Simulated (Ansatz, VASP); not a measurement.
# HfB2 in VASP and in Ansatz

INCAR

```
SYSTEM = HfB2
ALGO = Fast
EDIFF = 1E-7
ENCUT = 520
ISIF = 2
ISMEAR = -1
LASPH = .True.
LCHARG = .False.
LDAU = .True.
LDAUJ = 0 0
LDAUL = 2 -1
LDAUPRINT = 1
LDAUTYPE = 2
LDAUU = 8 0
LMAXMIX = 4
LREAL = .False.
LWAVE = .False.
NBANDS = 15
NELM = 100
PREC = Accurate
SIGMA = 0.05
```

File KPOINTS:

```
k-points
0
Gamma
  10 10 8
  0 0 0
```

POSCAR

```
HfB2
1.0
    3.1400000000      0.0000000000      0.0000000000
   -1.5700000000      2.7193197679      0.0000000000
    0.0000000000      0.0000000000      3.4800000000
Hf B
1 2
Direct
    0.0000000000      0.0000000000      0.0000000000
    0.6666666667      0.3333333333      0.5000000000
    0.3333333333      0.6666666667      0.5000000000
```

Contents of input.yaml:

```yaml
crystal:
  lattice:
    - [3.14, 0.0, 0.0]
    - [-1.57, 2.7193197679, 0.0]
    - [0.0, 0.0, 3.48]
  atoms:
    - { symbol: Hf, position: [0.0, 0.0, 0.0] }
    - { symbol: B, position: [0.6666666667, 0.3333333333, 0.5] }
    - { symbol: B, position: [0.3333333333, 0.6666666667, 0.5] }
hamiltonian:
  xc: lda
  pseudopotentials: { kind: paw }
  hubbard: { sites: [{ species: Hf, l: d, u_eff: 8.0 }] }
kpoints:
  mp_grid: { grid: [10, 10, 8] }
scf:
  occupations: { method: fermi_dirac, width: 0.05 }
output:
  forces: true
  stress: true
  eigenvalues: true
```

Alike in both runs: task single point; functional LDA; k mesh 10 × 10 × 8; occupations fermi-dirac, width 0.05 eV; no spin polarisation; Hubbard terms Hf d U = 8 eV.

|  | VASP | Ansatz |
| --- | --- | --- |
| version | VASP 6.6.1 | Ansatz 0.2.0 |
| potentials or method | VASP PAW LDA potentials, release 64 (Hf_pv, B) | Ansatz PAW |
| plane-wave cutoff (eV) | 520 | 420 |
| valence electrons in the cell | 16 | 32 |

```tsv
	VASP	Ansatz	Ansatz less VASP
gap on the k mesh at the Fermi level (eV)	none	none	-
pressure (GPa)	14.2	-1.4	-15.53
traceless stress, the component that is largest in VASP (GPa)	5.29	4.87	-0.421
```

LDA's correlation is that of Perdew and Zunger in VASP and of Perdew and Wang (1992) in Ansatz. The programs project onto different local orbitals, so the same U acts differently, and such runs can settle in different states. A gap of «none» marks a metal or a gap that the smearing closes. VASP's potentials hold 16 valence electrons a cell and Ansatz's 32, so a difference there can come from the potentials and not from the codes.

Spin-orbit coupling is off throughout.
